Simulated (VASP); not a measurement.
Here is a VASP 6.6.1 calculation.

INCAR

```
PREC = Accurate ; ENCUT = 600
EDIFF = 1E-6 ; ISMEAR = 0
SIGMA = 0.1 ; LREAL = F
LASPH = T ; NELM = 100
ALGO = Normal ; ISIF = 3
LWAVE = F ; LCHARG = F
GGA = PE ; IBRION = 2
NSW = 70 ; EDIFFG = -0.008
PSTRESS = -20.0
```

Contents of KPOINTS:

```
Automatic mesh
0
Gamma
  12 12 12
```

The input POSCAR:

```
SiNi3
1.0
    3.5289286820      0.0000000000      0.0000000000
    0.0000000000      3.5289286820      0.0000000000
    0.0000000000      0.0000000000      3.5289286820
Si Ni
1 3
Direct
    0.0000000000      0.0000000000      0.0000000000
    0.0000000000      0.5000000000      0.5000000000
    0.5000000000      0.0000000000      0.5000000000
    0.5000000000      0.5000000000      0.0000000000
```

Potentials or basis: VASP PAW PBE potentials, release 64 (Si, Ni).

Launch:

```console
$ cat potpaw_PBE.64/Si/POTCAR potpaw_PBE.64/Ni/POTCAR > POTCAR
$ mpirun -np 1 vasp_std > vasp.out
```

(1) What does it give for the relaxed volume?

(2) Estimate the relaxed cell.

Results:

(1) 10.88 Å³/atom.

(2) a = 3.517 Å, b = 3.517 Å, c = 3.517 Å, α = 90.00°, β = 90.00°, γ = 90.00°.

Caveat: the cell is relaxed towards a set pressure, so the enthalpy falls and the energy may rise.
